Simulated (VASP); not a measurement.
Here is a VASP 6.6.1 calculation.

INCAR

```
SYSTEM = Cu12SiH2
PREC = Accurate ; ENCUT = 520
EDIFF = 1E-6 ; ISMEAR = -1
SIGMA = 0.05 ; LREAL = .FALSE.
LASPH = .TRUE. ; NELM = 120
ALGO = Normal ; ISIF = 2
LWAVE = .FALSE. ; LCHARG = .TRUE.
GGA = PE ; IVDW = 12
LELF = .TRUE. ; LVHAR = .TRUE.
NBANDS = 82 ; GGA_COMPAT = .FALSE.
NELMDL = -8
```

KPOINTS

```
Automatic mesh
0
G
  3 3 1
  0 0 0
```

POSCAR

```
Cu12SiH2
1.0
    5.1053110000      0.0000000000      0.0000000000
    2.5526550000      4.4213290000      0.0000000000
    0.0000000000      0.0000000000     19.1684690000
Cu Si H
12 1 2
Direct
    0.1666599093      0.1666693431      0.0521690073
    0.6666686257      0.1666693431      0.0521690073
    0.1666700955      0.6666773723      0.0521690073
    0.6666592245      0.6666773723      0.0521690073
   -0.1469361407      0.3283854244      0.1557870897
    0.3316185816      0.3316875989      0.1645671337
   -0.1865144145      0.8364679489      0.1523908873
    0.3423706341      0.8061377020      0.1830610468
    0.0330657679      0.0023069986      0.2814413608
    0.4500936711      0.0066722020      0.3000030936
    0.0109683115      0.4824793631      0.2581009469
    0.5290723919      0.4673255485      0.2720092043
    0.0386773198      0.2901842410      0.3784965821
    0.3064883479      0.1084289362      0.4279736686
   -0.2416102164      0.5067254665      0.4182858840
```

Potentials or basis: VASP PAW PBE potentials, release 64 (Cu, Si, H).

Command:

```console
$ cat potpaw_PBE.64/Cu/POTCAR potpaw_PBE.64/Si/POTCAR potpaw_PBE.64/H/POTCAR > POTCAR
$ mpirun -np 1 vasp_std > vasp.out
```

**Question.** What does it give for the largest force?

**Answer.** 2.998 eV/Å.

**Question.** Predict the band gap on the k mesh.

**Answer.** Zero (bands 69 and 70 overlap by 0.40 eV).

**Question.** Predict the dispersion energy per atom.

**Answer.** -0.337 eV.

Forces on the atoms (eV/Å):
```
Cu   0.136 -0.216  0.123
Cu  -0.068  0.176 -0.109
Cu   0.238 -0.043  0.158
Cu  -0.393  0.005 -0.253
Cu  -0.746 -0.473  0.271
Cu   0.691 -0.492 -0.759
Cu   0.458  0.204  1.419
Cu   0.303  0.667 -1.526
Cu  -2.947 -0.542  0.095
Cu   2.647 -0.215 -0.478
Cu   0.091  1.393  1.315
Cu  -0.281 -0.574  0.594
Si  -0.094 -0.072 -0.932
H   -0.283  0.295 -0.038
H    0.247 -0.115  0.120
```

Caveat: the k points lie up to 0.47 Å⁻¹ apart.
